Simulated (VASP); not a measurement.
The system is Li3Rh.

```
CELL_PARAMETERS angstrom
0.00000 3.01080 3.01080
3.01080 0.00000 3.01080
3.01080 3.01080 0.00000
ATOMIC_POSITIONS crystal
Li 0.25000 0.25000 0.25000
Li 0.75000 0.75000 0.75000
Li 0.50000 0.50000 0.50000
Rh 0.00000 0.00000 0.00000
```

| Item | Value |
| --- | --- |
| Program | VASP 6.6.1 |
| Task | relaxation of cell and atoms |
| Functional | PBEsol |
| Potentials or basis | VASP PAW PBE potentials, release 64 (Li_sv, Rh_pv) |
| Cutoff | 600 eV |
| k mesh | 12 × 12 × 12 |
| Occupations | gaussian, width 0.1 eV |
| Spin | no spin polarisation |

At the start: pressure -1.7 GPa; volume 13.65 Å³/atom.

Task: How do energy, volume and symmetry change on relaxing?

Result: Over 6 steps the energy falls by 2.9 meV/atom and the volume is 13.12 Å³/atom (-3.9 %); space group Fm-3m (No. 225, to 0.05 Å).

Step by step:
| step | energy change (eV) | largest force (eV/Å) | pressure (GPa) | volume (Å³) |
| --- | --- | --- | --- | --- |
| 1 | 0.0000 | 0.0000 | -1.72 | 54.59 |
| 2 | -0.0091 | 0.0000 | -0.90 | 53.44 |
| 3 | -0.0114 | 0.0000 | 0.11 | 52.24 |
| 4 | -0.0115 | 0.0000 | 0.09 | 52.37 |
| 5 | -0.0112 | 0.0000 | -0.34 | 52.85 |
| 6 | -0.0116 | 0.0000 | -0.01 | 52.47 |

Final structure:
```
Li Rh
1.0
     0.00000    2.97138    2.97138
     2.97138    0.00000    2.97138
     2.97138    2.97138    0.00000
Li Rh
3 1
Direct
  0.25000 0.25000 0.25000
  0.75000 0.75000 0.75000
  0.50000 0.50000 0.50000
  0.00000 0.00000 0.00000
```

Caveat: the cutoff is under 1.25 times the usual one of these potentials, so pressure, stress and relaxed cells hold a basis-set (Pulay) error; the PAW data sets were made with another functional, which shifts forces and pressure a little.
